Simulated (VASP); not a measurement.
BiTe, 2 atoms in the cell. It takes space group I4/mmm (No. 139, tetragonal). Conventional cell: a = 4.575 Å, b = 4.575 Å, c = 6.664 Å, α = 90.00°, β = 90.00°, γ = 90.00°. Bi (site symmetry 4/mmm) has 6 Te at 3.23 to 3.33 Å within 4.3 Å. Te (site symmetry 4/mmm) has 6 Bi at 3.23 to 3.33 Å within 4.3 Å.  This cell differs from its parent crystal: z stretched by +3 %, then relaxed in part.

| Item | Value |
| --- | --- |
| Program | VASP 6.6.1 |
| Task | single point |
| Functional | PBE |
| Potentials or basis | VASP PAW PBE potentials, release 64 (Bi_d, Te) |
| Cutoff | 520 eV |
| k mesh | 13 × 13 × 13 |
| Occupations | fermi-dirac, width 0.05 eV |
| Spin | no spin polarisation |
| Dipole correction | no |
| Further INCAR settings | ALGO = Normal; EDIFF = 1e-06; NBANDS = 18 |

Potentials or basis: VASP PAW PBE potentials, release 64 (Bi_d, Te).

Command:

```bash
$ cat potpaw_PBE.64/Bi_d/POTCAR potpaw_PBE.64/Te/POTCAR > POTCAR
$ mpirun -np 1 vasp_std > vasp.out
```

Hardware: 1 thread of Intel Xeon 8259CL (shared host).

Task: Estimate the wall time of this run.

Result: Wall time 5.1 min on 1 thread of Intel Xeon 8259CL (shared host), peak memory 0.39 GiB. Counts: scf iterations 12, k points 196.
